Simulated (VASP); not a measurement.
A run of VASP 6.6.1 is set up as follows.

File INCAR:

```
PREC = Accurate
ENCUT = 600
EDIFF = 1E-6
ISMEAR = 0
SIGMA = 0.1
LREAL = F
LASPH = T
NELM = 120
ALGO = Normal
ISIF = 2
LWAVE = F
LCHARG = T
GGA = PE
LELF = T
LVHAR = T
NBANDS = 28
GGA_COMPAT = F
```

The input KPOINTS:

```
Automatic mesh
0
Gamma
  8 8 8
```

The input POSCAR:

```
KMgPd3
1.0
    4.9955310616      0.0000000000      0.0000000000
    0.0000000000      4.9955310616      0.0000000000
    0.0000000000      0.0000000000      4.9955310616
K Mg Pd
1 1 3
Direct
    0.5000000000      0.5000000000      0.5000000000
    0.0000000000      0.0000000000      0.0000000000
    0.5000000000      0.5000000000      0.0000000000
    0.5000000000      0.0000000000      0.5000000000
    0.0000000000      0.5000000000      0.5000000000
```

Potentials or basis: VASP PAW PBE potentials, release 64 (K_sv, Mg, Pd).

The run is started by

```bash
$ cat potpaw_PBE.64/K_sv/POTCAR potpaw_PBE.64/Mg/POTCAR potpaw_PBE.64/Pd/POTCAR > POTCAR
$ mpirun -np 1 vasp_std > vasp.out
```

Problem. Estimate the band gap on the k mesh.

Solution. Zero (an odd number of electrons rules out a gap without spin polarisation).

Problem. What does it give for the pressure?

Solution. 0.3 GPa.
